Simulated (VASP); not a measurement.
Wanted: the native input for a VASP 6.6.1 run.

```
Task                   : single point
Functional             : PBEsol
Potentials or basis    : VASP PAW PBE potentials, release 64 (Ce, O)
Cutoff                 : 520 eV
k mesh                 : 9 × 9 × 9
Occupations            : fermi-dirac, width 0.05 eV
Spin                   : collinear spin, ferromagnetic start
Starting moments       : [1.0, 0.0, 0.0] μB
Dipole correction      : no
Further INCAR settings : ALGO = Normal; EDIFF = 1e-06; NBANDS = 23
```

The structure of CeO2 lies in POSCAR:

```
CeO2
1.0
    0.0000000000      2.6671097099      2.6671097099
    2.6671097099      0.0000000000      2.6671097099
    2.6671097099      2.6671097099      0.0000000000
Ce O
1 2
Direct
    0.0000000000      0.0000000000      0.0000000000
    0.7500000000      0.7500000000      0.7500000000
    0.2500000000      0.2500000000      0.2500000000
```

The input as run:

INCAR

```
PREC     = Accurate       # precision mode
ENCUT    = 520            # plane-wave cutoff, eV
EDIFF    = 1E-6           # SCF threshold, eV
ISMEAR   = -1             # smearing method
SIGMA    = 0.05           # smearing width, eV
LREAL    = F              # projectors in reciprocal space
LASPH    = T              # aspherical terms in the spheres
NELM     = 150            # most SCF steps
ALGO     = Normal         # electronic algorithm
ISIF     = 2              # what is computed and relaxed
LWAVE    = F              # write WAVECAR
LCHARG   = T              # write CHGCAR
ISPIN    = 2              # spin polarisation
MAGMOM   = 1 0 0          # initial moments
LORBIT   = 11             # projections on sites
LMAXMIX  = 6              # l up to which the mixer works
GGA      = PS             # functional
LELF     = T              # ELF
LVHAR    = T            
NBANDS   = 23             # bands
```

KPOINTS

```
regular mesh
0
Gamma
  9 9 9
```

Potentials or basis: VASP PAW PBE potentials, release 64 (Ce, O).

Run with:

```bash
$ cat potpaw_PBE.64/Ce/POTCAR potpaw_PBE.64/O/POTCAR > POTCAR
$ mpirun -np 1 vasp_std > vasp.out
```

It gave:

```yaml
Pressure: 7.5 GPa
Band_gap_on_the_k_mesh: 2.14 eV (least direct gap 2.21 eV)
Net_moment: 0.00 μB per cell
Valence_electrons_inside_the_program's_atomic_spheres: Ce 9.78; O 5.02
```

Caveat: the magnetic or orbital state may not be the lowest; the cell stands under pressure; the moments typed at the start vanished in this run; the PAW data sets were made with another functional, which shifts forces and pressure a little; spin-orbit coupling is left out, which moves the levels of the heavy elements; an odd mesh through Γ misses points on the zone boundary, where band edges can lie.

It took 58 s on 1 thread of AMD EPYC 9R45 96-Core Processor (Zen 5), on a shared host, peak memory 0.18 GiB.
